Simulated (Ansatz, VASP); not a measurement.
# Al5As in VASP and in Ansatz

```
CELL_PARAMETERS angstrom
4.03444 0.00000 0.00000
0.00000 3.99703 0.00000
0.00000 0.00000 14.36952
ATOMIC_POSITIONS crystal
Al 0.50000 0.00000 0.68213
Al 0.00000 0.50000 0.88840
Al 0.00000 0.50000 0.13513
Al 0.50000 0.00000 0.11732
Al 0.00000 0.00000 0.55482
Al 0.00000 0.50000 0.40990
Al 0.50000 0.50000 0.54368
Al 0.50000 0.00000 0.40527
Al 0.00000 0.00000 0.26994
Al 0.50000 0.50000 0.26071
As 0.50000 0.50000 0.78939
As 0.00000 0.00000 0.99729
```

Alike in both runs: functional PBE; k mesh 8 × 8 × 4; occupations gaussian, width 0.1 eV; no spin polarisation.

Ansatz relaxed the structure, and its values are those at the end. VASP's run is a single point on that final structure, the one shown.

```csv
,VASP,Ansatz
version,VASP 6.6.1,Ansatz 0.2.0
potentials or method,"VASP PAW PBE potentials, release 64 (Al, As), cutoff 520 eV","scalar-relativistic, plane waves, PAW"
valence electrons in the cell,40,60
```

|  | VASP | Ansatz | Ansatz less VASP |
| --- | --- | --- | --- |
| gap on the k mesh at the Fermi level (eV) | none | none | - |
| pressure (GPa) | 0.0 | 0.0 | -0.04 |

A gap of «none» marks a metal or a gap that the smearing closes. VASP's potentials hold 40 valence electrons a cell and Ansatz's 60, so a difference there can come from the potentials and not from the codes.
